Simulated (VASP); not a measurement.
# LiSi16 (a cell with a defect) in VASP: a series of runs

LiSi16 (a cell with a defect) is run at these levels: r2SCAN; tasks: single point.

All numbers are computed with VASP 6.6.1; they aren't measurements. Logs are shortened: lines on timing, memory, paths and dates and some standing lists are left out, and cuts for length are marked.

**1. The cell of the first run**

The cell holds a defect, 17 atoms: a = 7.679 Å, b = 7.679 Å, c = 7.679 Å, α = 60.00°, β = 60.00°, γ = 60.00°.

**2. Single point, r2SCAN**

POSCAR reads:

```
LiSi16
1.0
    0.0000000000      5.4300000000      5.4300000000
    5.4300000000      0.0000000000      5.4300000000
    5.4300000000      5.4300000000      0.0000000000
Si Li
16 1
Direct
   -0.0040669429     -0.0011890424     -0.0009078269
    0.1098227440      0.1300803867      0.1303612339
   -0.0040723757     -0.0011876611      0.5067920810
    0.1277101289      0.1225416206      0.6251861878
   -0.0040674954      0.5065083794     -0.0009076427
    0.1277102210      0.6249048803      0.1228244015
    0.0145837937      0.4951589319      0.4954423573
    0.1277097606      0.6249064457      0.6251863720
    0.4797385820      0.0067708103      0.0070645488
    0.6184911602      0.1211290976      0.1214145488
    0.5012030387     -0.0080245856      0.5037262431
    0.6184834254      0.1211283610      0.6396038674
    0.5012048803      0.5034369245     -0.0077343462
    0.6184906998      0.6393094843      0.1214146409
    0.5012025783      0.5034397790      0.5037263352
    0.6421357274      0.6193062615      0.6195955801
    0.6953394107      0.2682362799      0.2685324125
```

INCAR.step1 reads:

```
ALGO = Normal
EDIFF = 1E-4
ENCUT = 520
GGA = PE
ISMEAR = 0
LASPH = T
LCHARG = F
LREAL = Auto
LWAVE = T
NBANDS = 48
NELECT = 66.0
NELM = 100
PREC = Accurate
SIGMA = 0.02
```

INCAR.step2 reads:

```
ALGO = Normal
EDIFF = 1E-6
ENCUT = 520
ISIF = 2
ISMEAR = 0
ISTART = 1
LASPH = T
LCHARG = F
LMIXTAU = T
LREAL = Auto
LWAVE = F
METAGGA = R2SCAN
NBANDS = 48
NELECT = 66.0
NELM = 100
PREC = Accurate
SIGMA = 0.02
```

KPOINTS reads:

```
k-points
0
Gamma
  2 2 2
```

Potentials or basis: VASP PAW PBE potentials, release 64 (Si, Li_sv).

The run is started by

```bash
$ cat potpaw_PBE.64/Si/POTCAR potpaw_PBE.64/Li_sv/POTCAR > POTCAR
$ cp INCAR.step1 INCAR
$ mpirun -np 1 vasp_std > vasp.out
$ cp INCAR.step2 INCAR
$ mpirun -np 1 vasp_std > vasp.out
```

OUTCAR:

```text
EDIFF = 1E-6
   ENCUT = 520
   ISIF = 2
   ISMEAR = 0
   ISTART = 1
   LASPH = T
   LREAL = Auto
   METAGGA = R2SCAN
   NELECT = 66.0
   NELM = 100
   PREC = Accurate

 ion  position               nearest neighbor table
   1  0.996  0.999  0.999-   4 2.34   6 2.34   2 2.36  10 2.37
   2  0.110  0.130  0.130-   9 2.32   5 2.36   1 2.36   3 2.36  17 2.60
   3  0.996  0.999  0.507-   8 2.34   4 2.34   2 2.36  12 2.37
   4  0.128  0.123  0.625-   7 2.34  11 2.34   1 2.34   3 2.34
   5  0.996  0.507  0.999-   8 2.34   6 2.34   2 2.36  14 2.37
   6  0.128  0.625  0.123-   7 2.34  13 2.34   1 2.34   5 2.34
   7  0.015  0.495  0.495-  16 2.34   4 2.34   8 2.34   6 2.34
   8  0.128  0.625  0.625-   7 2.34  15 2.34   5 2.34   3 2.34
   9  0.480  0.007  0.007-  12 2.31  10 2.31  14 2.31   2 2.32
  10  0.618  0.121  0.121-   9 2.31  17 2.35   1 2.37  13 2.40  11 2.40
  11  0.501  0.992  0.504-  16 2.34   4 2.34  12 2.40  10 2.40  17 2.57
  12  0.618  0.121  0.640-   9 2.31  17 2.35   3 2.37  11 2.40  15 2.40
  13  0.501  0.503  0.992-  16 2.34   6 2.34  14 2.40  10 2.40  17 2.57
  14  0.618  0.639  0.121-   9 2.31  17 2.35   5 2.37  13 2.40  15 2.40
  15  0.501  0.503  0.504-  16 2.34   8 2.34  12 2.40  14 2.40  17 2.57
  16  0.642  0.619  0.620-   7 2.34  15 2.34  11 2.34  13 2.34
  17  0.695  0.268  0.269-  12 2.35  14 2.35  10 2.35  11 2.57  15 2.57  13 2.57   2 2.60

  LATTYP: Found a face centered cubic cell.
 ALAT       =    10.8600000000

  Lattice vectors:

 A1 = (   0.0000000000,   5.4300000000,   5.4300000000)
 A2 = (   5.4300000000,   0.0000000000,   5.4300000000)
 A3 = (   5.4300000000,   5.4300000000,   0.0000000000)

Analysis of symmetry for initial positions (statically):
=====================================================================
 Subroutine PRICEL returns:
 Original cell was already a primitive cell.

 Routine SETGRP: Setting up the symmetry group for a
 face centered cubic supercell.

 Subroutine GETGRP returns: Found  2 space group operations
 (whereof  1 operations were pure point group operations)
 out of a pool of 48 trial point group operations.

The static configuration has the point symmetry C_1 .
 The point group associated with its full space group is C_1h.

Analysis of symmetry for dynamics (positions and initial velocities):
=====================================================================
 Subroutine PRICEL returns:
 Original cell was already a primitive cell.

 Routine SETGRP: Setting up the symmetry group for a
 face centered cubic supercell.

 Subroutine GETGRP returns: Found  2 space group operations
 (whereof  1 operations were pure point group operations)
 out of a pool of 48 trial point group operations.

The dynamic configuration has the point symmetry C_1 .
 The point group associated with its full space group is C_1h.

 Subroutine INISYM returns: Found  2 space group operations
 (whereof  1 operations are pure point group operations),
 and found     1 'primitive' translations

----------------------------------------------------------------------------------------

                                     Primitive cell

  volume of cell :     320.2060

  direct lattice vectors                    reciprocal lattice vectors
     0.000000000  5.430000000  5.430000000    -0.092081031  0.092081031  0.092081031
     5.430000000  0.000000000  5.430000000     0.092081031 -0.092081031  0.092081031
     5.430000000  5.430000000  0.000000000     0.092081031  0.092081031 -0.092081031

  length of vectors
     7.679179644  7.679179644  7.679179644     0.159489025  0.159489025  0.159489025

  position of ions in fractional coordinates (direct lattice)
     0.995933057  0.998810958  0.999092173
     0.109822744  0.130080387  0.130361234
     0.995927624  0.998812339  0.506792081
     0.127710129  0.122541621  0.625186188
     0.995932505  0.506508379  0.999092357
     0.127710221  0.624904880  0.122824401
[... 9 lines left out ...]
     0.642135727  0.619306262  0.619595580
     0.695339411  0.268236280  0.268532413

  ion indices of the primitive-cell ions
   primitive index   ion index
                 1           1
                 2           2
                 3           3
                 4           4
                 5           5
                 6           6
[... 9 lines left out ...]
                16          16
                17          17

----------------------------------------------------------------------------------------

 KPOINTS: k-points

Automatic generation of k-mesh.
 Grid dimensions read from file:
 generate k-points for:    2    2    2

 Generating k-lattice:

  Cartesian coordinates                     Fractional coordinates (reciprocal lattice)
    -0.046040516  0.046040516  0.046040516     0.500000000  0.000000000  0.000000000
     0.046040516 -0.046040516  0.046040516     0.000000000  0.500000000  0.000000000
     0.046040516  0.046040516 -0.046040516     0.000000000  0.000000000  0.500000000

  Length of vectors
     0.079744512  0.079744512  0.079744512

  Shift w.r.t. Gamma in fractional coordinates (k-lattice)
     0.000000000  0.000000000  0.000000000

 Subroutine IBZKPT returns following result:
 ===========================================

 Found      6 irreducible k-points:

 Following reciprocal coordinates:
            Coordinates               Weight
  0.000000  0.000000  0.000000      1.000000
  0.500000  0.000000  0.000000      1.000000
  0.000000  0.500000  0.000000      2.000000
  0.000000  0.000000  0.500000      1.000000
  0.500000  0.500000  0.000000      2.000000
  0.500000  0.000000  0.500000      1.000000
   k-points           NKPTS =      6   k-points in BZ     NKDIM =      6   number of bands    NBANDS=     48
   number of dos      NEDOS =    301   number of ions     NIONS =     17
   total plane-waves  NPLWV = 216000
   dimension x,y,z NGX =    60 NGY =   60 NGZ =   60
   dimension x,y,z NGXF=   120 NGYF=  120 NGZF=  120
   ions per type =              16   1
   NGX,Y,Z   is equivalent  to a cutoff of  12.99, 12.99, 12.99 a.u.
   NGXF,Y,Z  is equivalent  to a cutoff of  25.98, 25.98, 25.98 a.u.
 SYSTEM =  unknown system
   PREC   = accura    normal or accurate (medium, high low for compatibility)
   ISTART =      1    job   : 0-new  1-cont  2-samecut
   ICHARG =      0    charge: 1-file 2-atom 10-const
   ISPIN  =      1    spin polarized calculation?
   LNONCOLLINEAR =      F non collinear calculations
   LSORBIT =      F    spin-orbit coupling
   LASPH  =      T    aspherical Exc in radial PAW
   ENCUT  =  520.0 eV  38.22 Ry    6.18 a.u.  14.28 14.28 14.28*2*pi/ulx,y,z
   NELM   =    100;   NELMIN=  2; NELMDL=  0     # of ELM steps
   EDIFF  = 0.1E-05   stopping-criterion for ELM
   LREAL  =      T    real-space projection
   EDIFFG = 0.1E-04   stopping-criterion for IOM
   NSW    =      0    number of steps for IOM
   IBRION =     -1    ionic relax: 0-MD 1-quasi-New 2-CG
   NFREE  =      0    steps in history (QN), initial steepest desc. (CG)
   ISIF   =      2    stress and relaxation
   ISYM   =      2    0-nonsym 1-usesym 2-fastsym
   POTIM  = 0.5000    time-step for ionic-motion
   TEBEG  =    0.0;   TEEND  =   0.0 temperature during run
   PSTRESS=    0.0 pullay stress
   NELECT =      66.0000    total number of electrons
   NUPDOWN=      -1.0000    fix difference up-down
   EMIN   =  10.00;   EMAX   =-10.00  energy-range for DOS
   EFERMI =   0.00;   METHOD = LEGACY
   ISMEAR =     0;   SIGMA  =   0.02  broadening in eV -4-tet -1-fermi 0-gaus
   EFERMI_NEDOS =   21; number of points for ismear=-14 and -15
   IALGO  =     38    algorithm
   IMIX   =      4    mixing-type and parameters
     AMIX     =   0.40;   BMIX     =  1.00
     AMIX_MAG =   1.60;   BMIX_MAG =  1.00
  volume/ion in A,a.u.               =      18.84       127.11
  Fermi-wavevector in a.u.,A,eV,Ry     =   0.967044  1.827449 12.723821  0.935174
  Thomas-Fermi vector in A             =   2.096897
   LORBIT       =      0    0 simple, 1 ext, 2 COOP (PROOUT), +10 PAW based schemes
   METAGGA = R2SCAN    functional components
   LHFCALC =     F    Hartree Fock is set to
   AEXX    =    0.0000 exact exchange contribution
   IVDW    =     0    specifies the selected vdW correction
   LEPSILON=     F    determine dielectric tensor
   LRPA    =     F    only Hartree local field effects (RPA)
 non-spin polarized calculation
 Gauss-broadening in eV      SIGMA  =   0.02
  energy-cutoff  :      520.00
  volume of cell :      320.21
 maximum number of plane-waves:      8646
 NGX is ok and might be reduce to    60
   NGX = 29   NGY = 29   NGZ = 29

 number of electron      66.0000001 magnetization

 Free energy of the ion-electron system (eV)
  ---------------------------------------------------
  ext. energy  EPLUGINS =         0.00000000
  ---------------------------------------------------
  free energy    TOTEN  =      -147.67274380 eV

  energy without entropy =     -147.67274380  energy(sigma->0) =     -147.67274380

 E-fermi :   6.0897     XC(G=0):  -9.8970

 val. band max:        5.9589962629   @ k =   0.0000   0.0000   0.0000
 cond. band min:       6.7262765397   @ k =   0.0000   0.0000   0.0000
 fundamental gap:      0.7672802768
 Fermi energy:         6.0897409766

 k-point     1 :       0.0000    0.0000    0.0000
  band No.  band energies     occupation
      1     -42.1126      2.00000
      2      -6.5721      2.00000
      3      -4.2035      2.00000
      4      -4.1462      2.00000
      5      -4.1461      2.00000
      6      -4.1251      2.00000
[... 37 lines left out ...]
     44       8.4221      0.00000
     45       8.4222      0.00000

 k-point     2 :       0.5000    0.0000    0.0000
  band No.  band energies     occupation
      1     -42.1126      2.00000
      2      -5.8013      2.00000
      3      -5.6698      2.00000
      4      -3.8590      2.00000
      5      -3.8316      2.00000
      6      -3.8316      2.00000
[... 184 lines left out ...]
 k-point     6 :       0.5000    0.0000    0.5000
  band No.  band energies     occupation
      1     -42.1126      2.00000
      2      -5.4993      2.00000
      3      -5.4061      2.00000
      4      -4.4725      2.00000
      5      -4.4429      2.00000
      6      -4.4424      2.00000
[... 37 lines left out ...]
     44      10.5455      0.00000
     45      10.6012      0.00000
 [bands above 45 left out]

------------------------ aborting loop because EDIFF is reached ----------------------------------------

  FORCE on cell =-STRESS in cart. coord.  units (eV):
  Direction    XX          YY          ZZ          XY          YZ          ZX
  --------------------------------------------------------------------------------------
  -------------------------------------------------------------------------------------
  Total       -3.9695647     -3.9842800     -3.9695647      0.3914490     -0.3914490      0.3876352
  in kB      -19.8620458    -19.9356750    -19.8620458      1.9586475     -1.9586477      1.9395647
  external PRESSURE =     -19.8865889 kB  Pullay stress =       0.0000000 kB

 VOLUME and BASIS-vectors are now :
 -----------------------------------------------------------------------------
  energy-cutoff  :      520.00
  volume of cell :      320.21
      direct lattice vectors                 reciprocal lattice vectors
     0.000000000  5.430000000  5.430000000    -0.092081031  0.092081031  0.092081031
     5.430000000  0.000000000  5.430000000     0.092081031 -0.092081031  0.092081031
     5.430000000  5.430000000  0.000000000     0.092081031  0.092081031 -0.092081031

 POSITION                                       TOTAL-FORCE (eV/Angst)
 -----------------------------------------------------------------------------------
     10.84861     10.83299     10.83146         0.003018     -0.021694     -0.021599
      1.41420      1.30420      1.30267        -0.030803      0.032499      0.030803
      8.17543      8.15977     10.83144         0.022038     -0.002202     -0.022038
      4.06016      4.08823      1.35887         0.028870     -0.028392     -0.020531
      8.17541     10.83299      8.15825         0.021599     -0.021694     -0.003018
      4.06017      1.36040      4.08670         0.029592     -0.020354     -0.029592
[... 9 lines left out ...]
      6.72724      6.85120      6.84963         0.054272     -0.053235     -0.054272
      2.91465      5.23382      5.23222        -0.356601      0.349213      0.356601
 -----------------------------------------------------------------------------------
    total drift:                                0.010339     -0.017122     -0.009977

  FREE ENERGIE OF THE ION-ELECTRON SYSTEM (eV)
  ---------------------------------------------------
  free  energy   TOTEN  =      -147.6727437963 eV

  energy  without entropy=     -147.6727437963  energy(sigma->0) =     -147.67274380
```

Run time: 14 min. Hardware: 1 thread of Intel Xeon Platinum 8259CL at 2.50GHz (Skylake/Cascade Lake), shared host; peak memory 0.55 GiB.

Results:

* Free energy: -147.6727 eV
* Largest force: 0.613 eV/Å

Forces on the atoms (eV/Å):
```
Si   0.003 -0.022 -0.022
Si  -0.031  0.032  0.031
Si   0.022 -0.002 -0.022
Si   0.029 -0.028 -0.021
Si   0.022 -0.022 -0.003
Si   0.030 -0.020 -0.030
Si   0.043 -0.042 -0.043
Si   0.021 -0.028 -0.029
Si   0.010 -0.009 -0.010
Si   0.043 -0.014 -0.015
Si   0.044 -0.043  0.004
Si   0.014 -0.042 -0.014
Si   0.043  0.003 -0.043
Si   0.015 -0.014 -0.043
Si  -0.004 -0.043 -0.044
Si   0.054 -0.053 -0.054
Li  -0.357  0.349  0.357
```

Caveat: the k points lie up to 0.50 Å⁻¹ apart; the cell carries a net charge on a neutralising background, which shifts energy and pressure; the cell is charged against a uniform background, so pressure and absolute levels hang on convention; the cutoff is under 1.25 times the usual one of these potentials, so pressure, stress and relaxed cells hold a basis-set (Pulay) error; the PAW data sets were made with another functional, which shifts forces and pressure a little.

**3. Single point, r2SCAN**

POSCAR reads:

```
LiSi16
1.0
    0.0000000000      5.4300000000      5.4300000000
    5.4300000000      0.0000000000      5.4300000000
    5.4300000000      5.4300000000      0.0000000000
Si Li
16 1
Direct
   -0.0052960405     -0.0006431860     -0.0003956722
    0.1033528545      0.1322147330      0.1324646409
   -0.0053032228     -0.0006417127      0.5068334254
    0.1276992634      0.1207038674      0.6260449355
   -0.0052961326      0.5065815838     -0.0003955801
    0.1276976059      0.6257974217      0.1209543278
    0.0192104052      0.4935947514      0.4938461326
    0.1276987109      0.6257987109      0.6260451197
    0.4743245856      0.0085536832      0.0088150092
    0.6189388582      0.1198672192      0.1201187845
    0.5011243094     -0.0118756906      0.5056254144
    0.6189311234      0.1198662983      0.6415834254
    0.5011244015      0.5053697053     -0.0116162983
    0.6189387661      0.6413216390      0.1201192449
    0.5011239411      0.5053729282      0.5056252302
    0.6471744015      0.6176047882      0.6178624309
    0.6278671271      0.2907058011      0.2909676796
```

INCAR.step1 reads:

```
ALGO = Normal ; EDIFF = 1E-4
ENCUT = 520 ; GGA = PE
ISMEAR = 0 ; LASPH = True
LCHARG = False ; LREAL = Auto
LWAVE = True ; NBANDS = 48
NELECT = 66.0 ; NELM = 60
PREC = Accurate ; SIGMA = 0.02
```

INCAR.step2 reads:

```
ALGO = Normal ; EDIFF = 1E-7
ENCUT = 520 ; ISIF = 2
ISMEAR = 0 ; ISTART = 1
LASPH = True ; LCHARG = False
LMIXTAU = True ; LREAL = Auto
LWAVE = False ; METAGGA = R2SCAN
NBANDS = 48 ; NELECT = 66.0
NELM = 60 ; PREC = Accurate
SIGMA = 0.02
```

KPOINTS is that of step 2.

Potentials or basis: VASP PAW PBE potentials, release 64 (Si, Li_sv).

The run is started by

```bash
$ cat potpaw_PBE.64/Si/POTCAR potpaw_PBE.64/Li_sv/POTCAR > POTCAR
$ cp INCAR.step1 INCAR
$ mpirun -np 1 vasp_std > vasp.out
$ cp INCAR.step2 INCAR
$ mpirun -np 1 vasp_std > vasp.out
```

It took 15 min on 1 thread of Intel Xeon Platinum 8259CL at 2.50GHz (Skylake/Cascade Lake), shared host; peak memory 0.55 GiB.

The run converged. Its results:

* Free energy: -147.3326 eV
* Largest force: 0.796 eV/Å

Forces on the atoms (eV/Å):
```
Si   0.016 -0.027 -0.029
Si   0.017 -0.015 -0.017
Si   0.029 -0.015 -0.029
Si   0.020 -0.019 -0.027
Si   0.029 -0.027 -0.016
Si   0.020 -0.025 -0.020
Si   0.030 -0.028 -0.030
Si   0.027 -0.019 -0.020
Si   0.028 -0.028 -0.028
Si   0.004 -0.038 -0.040
Si   0.047 -0.046 -0.035
Si   0.039 -0.003 -0.039
Si   0.047 -0.034 -0.047
Si   0.040 -0.038 -0.004
Si   0.035 -0.046 -0.047
Si   0.039 -0.038 -0.039
Li  -0.466  0.446  0.466
```

Levels at points of the mesh, in eV from the Fermi level:
```tsv
k point	band 29	band 30	band 31	band 32	band 33	band 34	band 35	band 36	band 37	band 38
(0.00, 0.00, 0.00)	-1.35	-1.23	-0.14	-0.10	-0.10	0.48	0.73	0.73	0.83	0.83
(0.50, 0.00, 0.00)	-2.23	-0.97	-0.97	-0.86	-0.86	1.39	1.39	1.46	1.84	1.84
(0.00, 0.50, 0.00)	-2.34	-0.98	-0.97	-0.92	-0.88	1.27	1.40	1.61	1.61	1.71
(0.00, 0.00, 0.50)	-2.34	-0.98	-0.97	-0.92	-0.88	1.27	1.40	1.61	1.61	1.71
(0.50, 0.50, 0.00)	-2.05	-1.58	-1.57	-1.50	-1.45	1.08	1.23	2.38	2.46	2.58
(0.50, 0.00, 0.50)	-2.05	-1.58	-1.57	-1.50	-1.45	1.08	1.23	2.38	2.46	2.58
```

Caveat: the k points lie up to 0.50 Å⁻¹ apart; the cell carries a net charge on a neutralising background, which shifts energy and pressure; the cell is charged against a uniform background, so pressure and absolute levels hang on convention; the cutoff is under 1.25 times the usual one of these potentials, so pressure, stress and relaxed cells hold a basis-set (Pulay) error; the PAW data sets were made with another functional, which shifts forces and pressure a little.

(Part 1 of 2 ends here.)
